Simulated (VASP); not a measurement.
# TiAl (P3m1) in VASP: notebook, part 3 of 3

VASP 6.6.1.

**5. Single point, PBEsol (all Ti atoms moved +0.025 Å, as atom 1 along Cartesian [0 0 1])**

INCAR reads:

```
SYSTEM = TiAl
PREC     = Accurate       ! precision mode
ENCUT    = 520            ! plane-wave cutoff, eV
EDIFF    = 1E-7           ! SCF threshold, eV
ISMEAR   = 0              ! smearing method
SIGMA    = 0.15           ! smearing width, eV
LREAL    = .FALSE.        ! projectors in reciprocal space
LASPH    = .TRUE.         ! aspherical terms in the spheres
NELM     = 100            ! most SCF steps
ALGO     = Fast           ! electronic algorithm
ISIF     = 2              ! what is computed and relaxed
LWAVE    = .FALSE.        ! write WAVECAR
LCHARG   = .FALSE.        ! write CHGCAR
GGA      = PS             ! functional
NBANDS   = 14             ! bands
```

KPOINTS reads:

```
Automatic mesh
0
G
  18 18 10
  0 0 0
```

POSCAR reads:

```
TiAl
1.0
    2.8672622327      0.0000000000      0.0000000000
   -1.4336311163      2.4831219328      0.0000000000
    0.0000000000      0.0000000000      4.6780830000
Ti Al
1 1
Direct
    0.0000000000      0.0000000000      0.0053440694
    0.3333333333      0.6666666667      0.5000000000
```

Potentials or basis: VASP PAW PBE potentials, release 64 (Ti_sv, Al).

The run is started by

```sh
$ cat potpaw_PBE.64/Ti_sv/POTCAR potpaw_PBE.64/Al/POTCAR > POTCAR
$ mpirun -np 1 vasp_std > vasp.out
```

OUTCAR:

```text
SYSTEM = TiAl
   PREC = Accurate
   ENCUT = 520
   EDIFF = 1E-7
   ISMEAR = 0
   LREAL = .FALSE.
   LASPH = .TRUE.
   NELM = 100
   ISIF = 2
   GGA = PS

 ion  position               nearest neighbor table
   1  0.000  0.000  0.005-   2 2.85   2 2.85   2 2.85   2 2.89   2 2.89   2 2.89
   2  0.333  0.667  0.500-   1 2.85   1 2.85   1 2.85   1 2.89   1 2.89   1 2.89

  LATTYP: Found a hexagonal cell.
 ALAT       =     2.8672622327
 C/A-ratio  =     1.6315504549

  Lattice vectors:

 A1 = (   2.8672622327,   0.0000000000,   0.0000000000)
 A2 = (  -1.4336311163,   2.4831219328,   0.0000000000)
 A3 = (   0.0000000000,   0.0000000000,   4.6780830000)

Analysis of symmetry for initial positions (statically):
=====================================================================
 Subroutine PRICEL returns:
 Original cell was already a primitive cell.

 Routine SETGRP: Setting up the symmetry group for a
 hexagonal supercell.

 Subroutine GETGRP returns: Found  6 space group operations
 (whereof  6 operations were pure point group operations)
 out of a pool of 24 trial point group operations.

The static configuration has the point symmetry C_3v.

[... 176 lines left out ...]
      6       5.4670      2.00000
      7       5.9522      2.00000
      8       9.0508      0.00000
      9       9.0508      0.00000
     10      10.5321      0.00000
     11      10.5321      0.00000
     12      11.6664      0.00000
     13      20.6514      0.00000
     14      20.6514      0.00000
[... 377 lines left out ...]
      1     -48.4228      2.00000
      2     -25.0622      2.00000
      3     -24.8474      2.00000
      4     -24.6900      2.00000
      5       3.5669      2.00000
      6       5.8243      2.00000
      7       6.3710      2.00000
      8       7.0084      2.00000
      9       9.3515      0.00000
     10      10.8505      0.00000
     11      11.8121      0.00000
     12      12.3989      0.00000
     13      13.2996      0.00000
     14      14.2409      0.00000

 [... further k-points ...]

------------------------ aborting loop because EDIFF is reached ----------------------------------------

  FORCE on cell =-STRESS in cart. coord.  units (eV):
  Direction    XX          YY          ZZ          XY          YZ          ZX
  --------------------------------------------------------------------------------------
  -------------------------------------------------------------------------------------
  Total       -0.4972582     -0.4972582     -0.7626955     -0.0000000      0.0000000     -0.0000000
  in kB      -23.9198898    -23.9198898    -36.6883665     -0.0000000      0.0000000     -0.0000000
  external PRESSURE =     -28.1760487 kB  Pullay stress =       0.0000000 kB

 VOLUME and BASIS-vectors are now :
 -----------------------------------------------------------------------------
  energy-cutoff  :      520.00
  volume of cell :       33.31
      direct lattice vectors                 reciprocal lattice vectors
     2.867262233  0.000000000  0.000000000     0.348764751  0.201359423  0.000000000
    -1.433631116  2.483121933  0.000000000     0.000000000  0.402718846  0.000000000
     0.000000000  0.000000000  4.678083000     0.000000000  0.000000000  0.213762774

 POSITION                                       TOTAL-FORCE (eV/Angst)
 -----------------------------------------------------------------------------------
      0.00000      0.00000      0.02500         0.000000     -0.000000     -0.167068
     -0.00000      1.65541      2.33904        -0.000000      0.000000      0.167068
 -----------------------------------------------------------------------------------
    total drift:                                0.000000     -0.000000      0.000031

  FREE ENERGIE OF THE ION-ELECTRON SYSTEM (eV)
  ---------------------------------------------------
  free  energy   TOTEN  =       -12.9371978086 eV

  energy  without entropy=      -12.9092880179  energy(sigma->0) =      -12.92324291
```

OSZICAR:

```text
N       E                     dE             d eps       ncg     rms          rms(c)
DAV:   1     0.995731257450E+02    0.99573E+02   -0.70905E+03  9246   0.109E+03
DAV:   2    -0.858331246429E+01   -0.10816E+03   -0.10379E+03  9498   0.300E+02
DAV:   3    -0.143976359181E+02   -0.58143E+01   -0.56688E+01 14084   0.664E+01
[... 27 lines left out ...]
RMM:  31    -0.129371971306E+02   -0.32719E-06   -0.31655E-06 10123   0.673E-03    0.612E-04
RMM:  32    -0.129371974078E+02   -0.27717E-06   -0.27443E-06 10818   0.584E-03    0.416E-04
RMM:  33    -0.129371975725E+02   -0.16473E-06   -0.17064E-06  8981   0.484E-03    0.373E-04
RMM:  34    -0.129371977183E+02   -0.14574E-06   -0.14975E-06  8785   0.432E-03    0.315E-04
RMM:  35    -0.129371978086E+02   -0.90388E-07   -0.95773E-07  8922   0.383E-03
   1 F= -.12937198E+02 E0= -.12923243E+02  d E =-.279098E-01
```

stdout:

```text
POSCAR found type information on POSCAR TiAl
 POSCAR found :  2 types and       2 ions
 scaLAPACK will be used
 -----------------------------------------------------------------------------
|                                                                             |
[... 41 lines left out ...]
WARNING in EDDRMM: call to ZHEGV failed, returncode =   8  4      6
WARNING in EDDRMM: call to ZHEGV failed, returncode =   6  3     12
WARNING in EDDRMM: call to ZHEGV failed, returncode =   6  3     11
 num prob WARNING in EDDRMM: call to ZHEGV failed, returncode =   6  3      5
WARNING in EDDRMM: call to ZHEGV failed, returncode =   6  3      6
 num prob RMM:  34    -0.129371977183E+02   -0.14574E-06   -0.14975E-06  8785   0.432E-03    0.315E-04
 num prob RMM:  35    -0.129371978086E+02   -0.90388E-07   -0.95773E-07  8922   0.383E-03
```

Run time: 4.4 min. Hardware: 1 thread of AMD EPYC 9R45 (Zen 5), shared host; peak memory 0.25 GiB.

Results:

```yaml
Free_energy: -12.9372 eV
Pressure: -2.8 GPa
Largest_force: 0.167 eV/Å
Band_gap_on_the_k_mesh: zero (an odd number of electrons rules out a gap without spin polarisation)
```

Forces on the atoms (eV/Å):
```
Ti   0.000  0.000 -0.167
Al   0.000  0.000  0.167
```

Stress tensor (GPa, compression positive):
```
-2.39  0.00  0.00
 0.00 -2.39  0.00
 0.00  0.00 -3.67
```

Levels at points of the mesh, in eV from the Fermi level:
| k point | band 4 | band 5 | band 6 | band 7 | band 8 | band 9 | band 10 | band 11 |
| --- | --- | --- | --- | --- | --- | --- | --- | --- |
| (0.00, 0.00, 0.00) | -32.29 | -8.92 | -2.31 | -1.82 | 1.28 | 1.28 | 2.76 | 2.76 |
| (0.50, 0.00, 0.00) | -32.42 | -3.70 | -2.81 | -1.53 | -0.99 | 2.09 | 3.96 | 4.08 |
| (0.00, 0.00, 0.50) | -32.29 | -8.02 | -5.27 | -0.43 | 1.29 | 1.29 | 2.68 | 2.68 |
| (0.50, 0.00, 0.50) | -32.42 | -3.64 | -2.40 | -1.82 | 0.54 | 0.95 | 1.89 | 2.93 |

Caveat: the cell differs from its parent crystal (all Ti atoms moved +0.025 Å, as atom 1 along Cartesian [0 0 1]); the PAW data sets were made with another functional, which shifts forces and pressure a little.

**6. The runs side by side**

| cell | further INCAR settings | gap on the mesh (eV) | pressure (GPa) | largest force (eV/Å) |
| --- | --- | --- | --- | --- |
| as given, atomic positions A | ALGO = Fast; EDIFF = 1e-07; NBANDS = 14 | none | -2.4 | 0.67 |
| as given, atomic positions B | ALGO = Fast; EDIFF = 1e-07; NBANDS = 14 | none | -2.7 | 0.33 |
| as given, atomic positions C | ALGO = Fast; EDIFF = 1e-06; NBANDS = 14 | none | -2.6 | 0.50 |
| as given, atomic positions D | ALGO = Fast; EDIFF = 1e-07; NBANDS = 14 | none | -2.8 | 0.17 |

Alike in all rows: task single point; level PBEsol; potentials or basis VASP PAW PBE potentials, release 64 (Ti_sv, Al); no spin polarisation; k mesh 18 × 18 × 10; cutoff (eV) 520; smearing gaussian 0.15 eV.

Caveats: the PAW data sets were made with another functional, which shifts forces and pressure a little.

Absolute energies hang on the potentials; compare differences alone.
